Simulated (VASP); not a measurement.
Set up this calculation in VASP 6.6.1, as the native input.

```yaml
Task: single point
Functional: HSE06
Potentials_or_basis: VASP PAW PBE potentials, release 64 (Na_pv, F)
Cutoff: 520 eV
k_mesh: 6 × 6 × 6
Occupations: gaussian, width 0.01 eV
Spin: no spin polarisation
Dipole_correction: no
Grid_for_exact_exchange_PRECFOCK: Normal
Further_INCAR_settings: ALGO = Normal; EDIFF = 1e-06; NBANDS = 14
Screening_parameter: 0.2079 1/Å
```

Crystal: NaF.

```xyz
2
Lattice="2.8465 0.0530 0.0530 0.0530 2.8465 0.0530 0.0530 0.0530 2.8465" Properties=species:S:1:pos:R:3 pbc="T T T"
Na    0.0000    0.0000    0.0000
F     1.4762    1.4762    1.4762
```

This cell differs from its parent crystal: strain along [111] +5.7%.

These files were run (other wordings do the same):

POSCAR

```
NaF
1.0
    2.8464683215      0.0529831030      0.0529831030
    0.0529831030      2.8464683215      0.0529831030
    0.0529831030      0.0529831030      2.8464683215
Na F
1 1
Direct
    0.0000000000      0.0000000000      0.0000000000
    0.5000000000      0.5000000000      0.5000000000
```

INCAR.step1

```
SYSTEM = NaF
ALGO = Normal ; EDIFF = 1E-5
ENCUT = 520 ; GGA = PE
ISIF = 2 ; ISMEAR = 0
LASPH = .True. ; LREAL = .False.
LWAVE = .True. ; NBANDS = 14
NELM = 100 ; PREC = Accurate
SIGMA = 0.01
```

INCAR.step2

```
SYSTEM = NaF
ALGO = Normal ; EDIFF = 1E-6
ENCUT = 520 ; GGA = PE
HFSCREEN = 0.2079 ; ISIF = 2
ISMEAR = 0 ; ISTART = 1
LASPH = .True. ; LCHARG = .True.
LELF = .True. ; LHFCALC = .True.
LREAL = .False. ; LVHAR = .True.
LWAVE = .False. ; NBANDS = 14
NELM = 100 ; PREC = Accurate
PRECFOCK = Normal ; SIGMA = 0.01
```

KPOINTS

```
k-points
0
Gamma
  6 6 6
  0 0 0
```

Potentials or basis: VASP PAW PBE potentials, release 64 (Na_pv, F).

The run is started by

```console
$ cat potpaw_PBE.64/Na_pv/POTCAR potpaw_PBE.64/F/POTCAR > POTCAR
$ cp INCAR.step1 INCAR
$ mpirun -np 1 vasp_std > vasp.out
$ cp INCAR.step2 INCAR
$ mpirun -np 1 vasp_std > vasp.out
```

Results of the run:

```yaml
Pressure: -1.0 GPa
Band_gap_on_the_k_mesh: 7.93 eV, indirect (least direct gap 8.18 eV)
```

Caveat: the cell differs from its parent crystal (strain along [111] +5.7%); the PAW data sets were made with another functional, which shifts forces and pressure a little.

Run time: 35 min on 1 thread of AMD EPYC 7R13, with other jobs on the host, peak memory 0.21 GiB.
